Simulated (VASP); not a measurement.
# TiSi16 (a cell with a defect) in VASP: a series of runs

Runs on TiSi16 (a cell with a defect). Level: PBEsol. Tasks: single point.

Program: VASP 6.6.1. These are calculated values, not measurements. Logs are shortened: lines on timing, memory, paths and dates and some standing lists are left out, and cuts for length are marked.

## 1. The cell of the first run

The cell holds a defect, 17 atoms: a = 7.679 Å, b = 7.679 Å, c = 7.679 Å, α = 60.00°, β = 60.00°, γ = 60.00°.

## 2. Single point, PBEsol

INCAR reads:

```
PREC = Accurate
ENCUT = 520
EDIFF = 1E-7
ISMEAR = 0
SIGMA = 0.02
LREAL = Auto
LASPH = T
NELM = 100
ALGO = Normal
ISIF = 2
LWAVE = F
LCHARG = F
GGA = PS
NBANDS = 52
```

KPOINTS reads:

```
regular mesh
0
Gamma
  2 2 2
```

POSCAR reads:

```
TiSi16
1.0
    0.0000000000      5.4300000000      5.4300000000
    5.4300000000      0.0000000000      5.4300000000
    5.4300000000      5.4300000000      0.0000000000
Si Ti
16 1
Direct
    0.0034781299      0.0035349713     -0.0001651312
    0.1273095545      0.1279055181      0.1220877644
    0.0030589382      0.0033060244      0.4925882048
    0.1244651783      0.1230522996      0.6257451690
    0.0009216427      0.4983142891     -0.0001056169
    0.1199866177      0.6308525129      0.1222932288
   -0.0138983824      0.5071935058      0.5025822003
    0.1203177981      0.6303117267      0.6258740135
    0.4978296074      0.0007864265      0.0001227621
    0.6306191352      0.1191908841      0.1229644050
    0.5077860970     -0.0161136430      0.5032334578
    0.6298645625      0.1197148380      0.6260331107
    0.5022076322      0.5020803877     -0.0096259275
    0.6271630472      0.6270802564      0.1224157626
    0.5023572016      0.5025093814      0.5040376713
    0.6228719882      0.6201572949      0.6282865795
    0.3740152517      0.3726872261      0.3760902458
```

Potentials or basis: VASP PAW PBE potentials, release 64 (Si, Ti_sv).

Started as:

```sh
> cat potpaw_PBE.64/Si/POTCAR potpaw_PBE.64/Ti_sv/POTCAR > POTCAR
> mpirun -np 1 vasp_std > vasp.out
```

OUTCAR:

```text
PREC = Accurate
   ENCUT = 520
   EDIFF = 1E-7
   ISMEAR = 0
   LREAL = Auto
   LASPH = T
   NELM = 100
   ISIF = 2
   GGA = PS

 ion  position               nearest neighbor table
   1  0.003  0.004  1.000-   2 2.32   6 2.34  10 2.34   4 2.35
   2  0.127  0.128  0.122-   5 2.32   1 2.32   3 2.32   9 2.32
   3  0.003  0.003  0.493-   2 2.32   8 2.34  12 2.34   4 2.35
   4  0.124  0.123  0.626-   1 2.35   3 2.35  11 2.40   7 2.41  17 2.71
   5  0.001  0.498  1.000-   2 2.32  14 2.34   6 2.35   8 2.35
   6  0.120  0.631  0.122-   1 2.34   5 2.35   7 2.38  13 2.40  17 2.76
   7  0.986  0.507  0.503-  16 2.28   6 2.38   8 2.39   4 2.41  17 2.43
   8  0.120  0.630  0.626-   3 2.34   5 2.35   7 2.39  15 2.40  17 2.76
   9  0.498  0.001  0.000-   2 2.32  14 2.34  10 2.35  12 2.35
  10  0.631  0.119  0.123-   1 2.34   9 2.35  11 2.38  13 2.40  17 2.75
  11  0.508  0.984  0.503-  16 2.28  10 2.38  12 2.39   4 2.40  17 2.44
  12  0.630  0.120  0.626-   3 2.34   9 2.35  11 2.39  15 2.40  17 2.75
  13  0.502  0.502  0.990-  16 2.27  14 2.40   6 2.40  10 2.40  17 2.42
  14  0.627  0.627  0.122-   9 2.34   5 2.34  15 2.39  13 2.40  17 2.76
  15  0.502  0.503  0.504-  16 2.27  14 2.39   8 2.40  12 2.40  17 2.42
  16  0.623  0.620  0.628-  13 2.27  15 2.27   7 2.28  11 2.28
  17  0.374  0.373  0.376-  13 2.42  15 2.42   7 2.43  11 2.44   4 2.71  12 2.75  10 2.75   8 2.76
                            14 2.76   6 2.76

  LATTYP: Found a face centered cubic cell.
 ALAT       =    10.8600000000

  Lattice vectors:

 A1 = (   0.0000000000,   5.4300000000,   5.4300000000)
 A2 = (   5.4300000000,   0.0000000000,   5.4300000000)
 A3 = (   5.4300000000,   5.4300000000,   0.0000000000)

Analysis of symmetry for initial positions (statically):
=====================================================================
 Subroutine PRICEL returns:
 Original cell was already a primitive cell.

 Routine SETGRP: Setting up the symmetry group for a
 face centered cubic supercell.

 Subroutine GETGRP returns: Found  1 space group operations
 (whereof  1 operations were pure point group operations)
 out of a pool of 48 trial point group operations.

The static configuration has the point symmetry C_1 .

Analysis of symmetry for dynamics (positions and initial velocities):
=====================================================================
 Subroutine PRICEL returns:
 Original cell was already a primitive cell.

 Routine SETGRP: Setting up the symmetry group for a
 face centered cubic supercell.

 Subroutine GETGRP returns: Found  1 space group operations
[... 123 lines left out ...]
   ISYM   =      2    0-nonsym 1-usesym 2-fastsym
   POTIM  = 0.5000    time-step for ionic-motion
   TEBEG  =    0.0;   TEEND  =   0.0 temperature during run
   PSTRESS=    0.0 pullay stress
   NELECT =      76.0000    total number of electrons
   NUPDOWN=      -1.0000    fix difference up-down
   EMIN   =  10.00;   EMAX   =-10.00  energy-range for DOS
   EFERMI =   0.00;   METHOD = LEGACY
   ISMEAR =     0;   SIGMA  =   0.02  broadening in eV -4-tet -1-fermi 0-gaus
   EFERMI_NEDOS =   21; number of points for ismear=-14 and -15
   IALGO  =     38    algorithm
   IMIX   =      4    mixing-type and parameters
     AMIX     =   0.40;   BMIX     =  1.00
     AMIX_MAG =   1.60;   BMIX_MAG =  1.00
  volume/ion in A,a.u.               =      18.84       127.11
  Fermi-wavevector in a.u.,A,eV,Ry     =   1.013607  1.915439 13.978610  1.027399
  Thomas-Fermi vector in A             =   2.146786
   LORBIT       =      0    0 simple, 1 ext, 2 COOP (PROOUT), +10 PAW based schemes
   GGA     = PS    functional components
   LHFCALC =     F    Hartree Fock is set to
   AEXX    =    0.0000 exact exchange contribution
   IVDW    =     0    specifies the selected vdW correction
   LEPSILON=     F    determine dielectric tensor
   LRPA    =     F    only Hartree local field effects (RPA)
 non-spin polarized calculation
 Gauss-broadening in eV      SIGMA  =   0.02
  energy-cutoff  :      520.00
  volume of cell :      320.21
 maximum number of plane-waves:      8646
 NGX is ok and might be reduce to    60
   NGX = 29   NGY = 29   NGZ = 29

 number of electron      75.9999999 magnetization

 Free energy of the ion-electron system (eV)
  ---------------------------------------------------
  ext. energy  EPLUGINS =         0.00000000
  ---------------------------------------------------
  free energy    TOTEN  =       -98.31752672 eV

  energy without entropy =      -98.31434603  energy(sigma->0) =      -98.31593638

 E-fermi :   6.8074     XC(G=0):  -9.8813

 val. band max:        6.8043681371   @ k =   0.5000   0.5000   0.5000
 cond. band min:       6.8094333556   @ k =   0.0000   0.0000   0.5000
 fundamental gap:      0.0050652184
 Fermi energy:         6.8073702749

 k-point     1 :       0.0000    0.0000    0.0000
  band No.  band energies     occupation
      1     -49.7323      2.00000
      2     -26.2228      2.00000
      3     -26.2076      2.00000
      4     -26.1967      2.00000
      5      -5.7878      2.00000
      6      -3.5554      2.00000
[... 413 lines left out ...]
     49       9.7623      0.00000
     50      10.4125      0.00000
 [bands above 50 left out]

------------------------ aborting loop because EDIFF is reached ----------------------------------------

  FORCE on cell =-STRESS in cart. coord.  units (eV):
  Direction    XX          YY          ZZ          XY          YZ          ZX
  --------------------------------------------------------------------------------------
  -------------------------------------------------------------------------------------
  Total        4.0277284      4.0403418      4.3116778     -0.1534327     -0.0382954     -0.0437851
  in kB       20.1530729     20.2161852     21.5738371     -0.7677131     -0.1916142     -0.2190822
  external PRESSURE =      20.6476984 kB  Pullay stress =       0.0000000 kB

 VOLUME and BASIS-vectors are now :
 -----------------------------------------------------------------------------
  energy-cutoff  :      520.00
  volume of cell :      320.21
      direct lattice vectors                 reciprocal lattice vectors
     0.000000000  5.430000000  5.430000000    -0.092081031  0.092081031  0.092081031
     5.430000000  0.000000000  5.430000000     0.092081031 -0.092081031  0.092081031
     5.430000000  5.430000000  0.000000000     0.092081031  0.092081031 -0.092081031

 POSITION                                       TOTAL-FORCE (eV/Angst)
 -----------------------------------------------------------------------------------
      5.44830      5.44799      0.03808         0.000729     -0.002031      0.005771
      1.35746      1.35423      1.38582        -0.004083      0.001110     -0.007570
      2.69271      2.69136      0.03456         0.002309     -0.001264      0.002715
      4.06597      4.07364      1.34402         0.003079     -0.001475     -0.014762
      8.13527      5.43443      2.71085        -0.002777     -0.001837      0.001397
      4.08958      1.31558      4.07706        -0.001374      0.002545     -0.000404
[... 9 lines left out ...]
      6.77905      6.79379      6.74965        -0.002585     -0.007240      0.012932
      4.06586      4.07307      4.05459         0.002437     -0.001163      0.000849
 -----------------------------------------------------------------------------------
    total drift:                                0.007187      0.001707      0.011522

  FREE ENERGIE OF THE ION-ELECTRON SYSTEM (eV)
  ---------------------------------------------------
  free  energy   TOTEN  =       -98.3175267175 eV

  energy  without entropy=      -98.3143460331  energy(sigma->0) =      -98.31593638
```

OSZICAR:

```text
N       E                     dE             d eps       ncg     rms          rms(c)
DAV:   1     0.342373280795E+03    0.34237E+03   -0.30811E+04   840   0.126E+03
DAV:   2    -0.636911905307E+02   -0.40606E+03   -0.38758E+03   964   0.248E+02
DAV:   3    -0.990217827329E+02   -0.35331E+02   -0.34326E+02  1208   0.663E+01
DAV:   4    -0.101506260769E+03   -0.24845E+01   -0.24360E+01  1280   0.153E+01
DAV:   5    -0.101578424417E+03   -0.72164E-01   -0.72030E-01  1096   0.232E+00    0.192E+01
DAV:   6    -0.100469914403E+03    0.11085E+01   -0.16384E+01  1168   0.194E+01    0.145E+01
DAV:   7    -0.992160403969E+02    0.12539E+01   -0.21030E+01  1132   0.229E+01    0.952E+00
DAV:   8    -0.984331341143E+02    0.78291E+00   -0.15113E+00  1016   0.567E+00    0.297E+00
DAV:   9    -0.983169960741E+02    0.11614E+00   -0.50815E-01  1276   0.296E+00    0.561E-01
DAV:  10    -0.983170104151E+02   -0.14341E-04   -0.25547E-02  1056   0.584E-01    0.379E-01
DAV:  11    -0.983177930249E+02   -0.78261E-03   -0.39860E-03  1088   0.248E-01    0.228E-01
DAV:  12    -0.983175075303E+02    0.28549E-03   -0.13998E-03  1128   0.199E-01    0.543E-02
DAV:  13    -0.983175277623E+02   -0.20232E-04   -0.13782E-04  1064   0.489E-02    0.175E-02
DAV:  14    -0.983175262908E+02    0.14715E-05   -0.16653E-05  1088   0.196E-02    0.679E-03
DAV:  15    -0.983175269395E+02   -0.64863E-06   -0.17087E-06   992   0.535E-03    0.252E-03
DAV:  16    -0.983175267252E+02    0.21432E-06   -0.18752E-07   824   0.185E-03    0.883E-04
DAV:  17    -0.983175267175E+02    0.76561E-08   -0.52444E-08   576   0.102E-03
   1 F= -.98317527E+02 E0= -.98315936E+02  d E =-.318068E-02
```

stdout:

```text
POSCAR found type information on POSCAR SiTi
 POSCAR found :  2 types and      17 ions
 scaLAPACK will be used
 -----------------------------------------------------------------------------
|                                                                             |
|                                                                             |
|     You enforced a specific xc type in the INCAR file but a different       |
|     I HOPE YOU KNOW WHAT YOU ARE DOING!                                     |
|                                                                             |
 -----------------------------------------------------------------------------

 LDA part: xc-table for (Slater+PW92), standard interpolation
 POSCAR, INCAR and KPOINTS ok, starting setup
 FFT: planning ... GRIDC
 FFT: planning ... GRID_SOFT
 FFT: planning ... GRID
 WAVECAR not read
 entering main loop
```

Wall time 4.6 min (1 thread of AMD EPYC 9R45 (Zen 5), shared host); peak memory 0.45 GiB.

What came out:

```
Free energy            : -98.3175 eV
Pressure               : 2.1 GPa
Largest force          : 0.015 eV/Å
Band gap on the k mesh : zero (band 38 reaches 6.85 eV, above the bottom of band 39 at 6.47 eV)
```

Forces in eV/Å, atoms in the order of the input:
```
Si   0.001 -0.002  0.006
Si  -0.004  0.001 -0.008
Si   0.002 -0.001  0.003
Si   0.003 -0.001 -0.015
Si  -0.003 -0.002  0.001
Si  -0.001  0.003  0.000
Si  -0.001 -0.002 -0.003
Si   0.004  0.003 -0.004
Si   0.001 -0.007  0.001
Si   0.002  0.003  0.007
Si   0.006 -0.003  0.007
Si  -0.002  0.009  0.004
Si  -0.003  0.000 -0.001
Si  -0.008  0.000 -0.008
Si   0.002  0.009 -0.004
Si  -0.003 -0.007  0.013
Ti   0.002 -0.001  0.001
```

Levels at points of the mesh, in eV from the Fermi level:
```
           k point  band 36  band 37  band 38  band 39  band 40  band 41
(0.00, 0.00, 0.00)    -0.93    -0.40    -0.37    -0.33    -0.14    -0.09
(0.50, 0.00, 0.00)    -1.27    -0.25     0.03     0.07     0.45     0.45
(0.00, 0.50, 0.00)    -1.28    -0.24     0.04     0.07     0.44     0.45
(0.00, 0.00, 0.50)    -1.28    -0.27     0.00     0.07     0.45     0.47
(0.50, 0.50, 0.50)    -1.28    -0.27     0.00     0.07     0.45     0.46
(0.50, 0.50, 0.00)    -1.82    -0.70    -0.03     0.58     0.63     1.10
(0.00, 0.50, 0.50)    -1.80    -0.70    -0.03     0.59     0.60     1.10
(0.50, 0.00, 0.50)    -1.80    -0.70    -0.03     0.59     0.60     1.10
```

Caveat: the k points lie up to 0.50 Å⁻¹ apart; the PAW data sets were made with another functional, which shifts forces and pressure a little.

## 3. Single point, PBEsol

INCAR reads:

```
SYSTEM = TiSi16
ALGO = Normal
EDIFF = 1E-6
ENCUT = 520
GGA = PS
ISIF = 2
ISMEAR = 0
LASPH = .True.
LCHARG = .True.
LELF = .True.
LREAL = Auto
LVHAR = .True.
LWAVE = .False.
NBANDS = 52
NELM = 80
PREC = Accurate
SIGMA = 0.02
```

KPOINTS reads:

```
k-points
0
Gamma
  2 2 2
  0 0 0
```

POSCAR reads:

```
TiSi16
1.0
    0.0000000000      5.4300000000      5.4300000000
    5.4300000000      0.0000000000      5.4300000000
    5.4300000000      5.4300000000      0.0000000000
Si Ti
16 1
Direct
   -0.0038079383     -0.0031526116      0.0022444277
    0.1202453221      0.1208822511      0.1180560199
   -0.0024032044     -0.0006930146      0.5012598089
    0.1217322741      0.1218325085      0.6392531338
   -0.0028054115      0.5014747666     -0.0042246997
    0.1189043585      0.6344377954      0.1239447207
   -0.0027161986      0.5024653485      0.5056397185
    0.1306292477      0.6249392695      0.6227270322
    0.5006494245     -0.0007053624     -0.0053673609
    0.6339315290      0.1197538480      0.1239704049
    0.5020578758     -0.0008593094      0.5058302090
    0.6237668137      0.1336394282      0.6219642486
    0.5009863349      0.5017829430     -0.0014441239
    0.6230882507      0.6248226024      0.1274405928
    0.5010213583      0.5038639159      0.4979058423
    0.6233865895      0.6250353847      0.6247213801
    0.2478805339      0.2484344662      0.2516774451
```

Potentials or basis: VASP PAW PBE potentials, release 64 (Si, Ti_sv).

Started as:

```sh
> cat potpaw_PBE.64/Si/POTCAR potpaw_PBE.64/Ti_sv/POTCAR > POTCAR
> mpirun -np 1 vasp_std > vasp.out
```

Wall time 4.3 min (1 thread of AMD EPYC 9R45 (Zen 5), shared host); peak memory 0.44 GiB.

The run converged. Its results:

```yaml
Free_energy: -98.3169 eV
Pressure: 2.1 GPa
Largest_force: 0.023 eV/Å
Band_gap_on_the_k_mesh: zero (band 38 reaches 6.86 eV, above the bottom of band 39 at 6.47 eV)
```

Forces on the atoms (eV/Å):
```
Si   0.012  0.006  0.005
Si  -0.004 -0.001 -0.003
Si   0.003  0.011  0.007
Si  -0.009 -0.006 -0.010
Si   0.010  0.011 -0.002
Si  -0.011 -0.010  0.013
Si  -0.007  0.001 -0.007
Si   0.008 -0.007  0.006
Si  -0.003  0.018 -0.013
Si  -0.001 -0.015  0.000
Si  -0.008 -0.006 -0.014
Si  -0.004  0.011  0.001
Si   0.010  0.005  0.012
Si  -0.002 -0.014  0.008
Si  -0.001  0.000  0.005
Si   0.012  0.007  0.006
Ti  -0.007 -0.012 -0.015
```

Stress tensor (GPa, compression positive):
```
 2.01  0.11 -0.03
 0.11  2.00  0.00
-0.03  0.00  2.20
```

Levels at points of the mesh, in eV from the Fermi level:
| k point | band 34 | band 35 | band 36 | band 37 | band 38 | band 39 | band 40 | band 41 | band 42 | band 43 |
| --- | --- | --- | --- | --- | --- | --- | --- | --- | --- | --- |
| (0.00, 0.00, 0.00) | -0.94 | -0.93 | -0.93 | -0.39 | -0.37 | -0.33 | -0.14 | -0.09 | 0.24 | 0.86 |
| (0.50, 0.00, 0.00) | -1.91 | -1.29 | -1.28 | -0.27 | 0.00 | 0.08 | 0.45 | 0.47 | 0.82 | 1.23 |
| (0.00, 0.50, 0.00) | -1.92 | -1.29 | -1.28 | -0.27 | 0.00 | 0.07 | 0.45 | 0.47 | 0.83 | 1.22 |
| (0.00, 0.00, 0.50) | -1.90 | -1.29 | -1.28 | -0.25 | 0.04 | 0.07 | 0.45 | 0.45 | 0.79 | 1.24 |
| (0.50, 0.50, 0.50) | -1.91 | -1.29 | -1.28 | -0.24 | 0.05 | 0.06 | 0.44 | 0.45 | 0.78 | 1.24 |
| (0.50, 0.50, 0.00) | -1.92 | -1.92 | -1.82 | -0.70 | -0.03 | 0.59 | 0.64 | 1.10 | 1.33 | 1.78 |
| (0.00, 0.50, 0.50) | -1.93 | -1.93 | -1.80 | -0.69 | -0.03 | 0.59 | 0.61 | 1.11 | 1.34 | 1.76 |
| (0.50, 0.00, 0.50) | -1.93 | -1.93 | -1.80 | -0.69 | -0.03 | 0.59 | 0.60 | 1.11 | 1.35 | 1.76 |

Caveat: the k points lie up to 0.50 Å⁻¹ apart; the PAW data sets were made with another functional, which shifts forces and pressure a little.

(Part 1 of 2 ends here.)
